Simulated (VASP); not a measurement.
# Sn3GeCl: single point with PBE

Crystal: Sn3GeCl.

```xyz
5
Lattice="5.4813 0.0000 0.0000 0.0000 5.4813 0.0000 0.0000 0.0000 5.4813" Properties=species:S:1:pos:R:3 pbc="T T T"
Sn    2.7407    0.0000    0.0000
Sn    0.0000    2.7407    0.0000
Sn    0.0000    0.0000    2.7407
Ge    0.0000    0.0000    0.0000
Cl    2.7407    2.7407    2.7407
```

```
Program             : VASP 6.6.1
Task                : single point
Functional          : PBE
Potentials or basis : VASP PAW PBE potentials, release 64 (Sn_d, Ge_d, Cl)
Cutoff              : 520 eV
k mesh              : 8 × 8 × 8
Occupations         : gaussian, width 0.1 eV
Spin                : no spin polarisation
```

```json
{
 "Pressure": "0.0 GPa"
}
```

Levels at points of the mesh, in eV from the Fermi level:
```csv
k point,band 27,band 28,band 29,band 30,band 31,band 32,band 33,band 34,band 35,band 36
"(0.00, 0.00, 0.00)",-4.22,-3.91,-2.28,-2.28,-2.28,1.46,1.46,1.46,2.19,2.19
"(0.50, 0.00, 0.00)",-3.83,-2.55,-2.55,-2.00,0.31,0.50,0.61,0.61,1.56,1.56
"(0.50, 0.50, 0.00)",-2.48,-2.48,-2.37,-1.80,0.15,0.15,0.90,0.90,1.86,2.55
"(0.50, 0.50, 0.50)",-3.30,-3.30,-0.35,-0.35,-0.35,1.93,1.93,2.24,2.24,2.24
```

Run time: 3.4 min on 1 thread of Intel(R) Xeon(R) Platinum 8488C (Sapphire Rapids) (shared host), peak memory 0.39 GiB.

Caveat: spin-orbit coupling is left out, which moves the levels of the heavy elements; an odd number of electrons without spin polarisation forces a metal; a magnetic or distorted state may lie lower.
